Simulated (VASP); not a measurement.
Here is a VASP 6.6.1 calculation.

File POSCAR:

```
Ru
1.0
    0.0000000000      2.7066859853      2.7066859853
    2.7066859853      0.0000000000      2.7066859853
    2.7066859853      2.7066859853      0.0000000000
Ru
2
Direct
    0.0000000000      0.0000000000      0.0000000000
    0.2500000000      0.2500000000      0.2500000000
```

The input INCAR.step1:

```
  ALGO = Normal
  EDIFF = 1E-4
  ENCUT = 600
  GGA = PE
  ISMEAR = 0
  LASPH = T
  LCHARG = F
  LREAL = F
  LWAVE = T
  NELM = 60
  PREC = Accurate
  SIGMA = 0.1
```

Contents of INCAR.step2:

```
  ALGO = Normal
  EDIFF = 1E-7
  EDIFFG = -0.01
  ENCUT = 600
  IBRION = 2
  ISIF = 3
  ISMEAR = 0
  ISTART = 1
  LASPH = T
  LCHARG = F
  LMIXTAU = T
  LREAL = F
  LWAVE = F
  METAGGA = R2SCAN
  NELM = 60
  NSW = 80
  PREC = Accurate
  SIGMA = 0.1
```

KPOINTS

```
k-points
0
Gamma
  14 14 14
```

Potentials or basis: VASP PAW PBE potentials, release 64 (Ru_pv).

Run with:

```sh
$ cat potpaw_PBE.64/Ru_pv/POTCAR > POTCAR
$ cp INCAR.step1 INCAR
$ mpirun -np 1 vasp_std > vasp.out
$ cp INCAR.step2 INCAR
$ mpirun -np 1 vasp_std > vasp.out
```

Predict the space group after relaxing (to 0.05 Å).

Fd-3m (No. 227).

Predict the relaxed cell.

a = 3.833 Å, b = 3.833 Å, c = 3.833 Å, α = 60.00°, β = 60.00°, γ = 60.00°.

Predict the relaxed volume.

19.92 Å³/atom.

Final structure:
```
CELL_PARAMETERS angstrom
0.00000 2.71059 2.71059
2.71059 0.00000 2.71059
2.71059 2.71059 0.00000
ATOMIC_POSITIONS crystal
Ru 0.00000 0.00000 0.00000
Ru 0.25000 0.25000 0.25000
```

Caveat: the PAW data sets were made with another functional, which shifts forces and pressure a little.
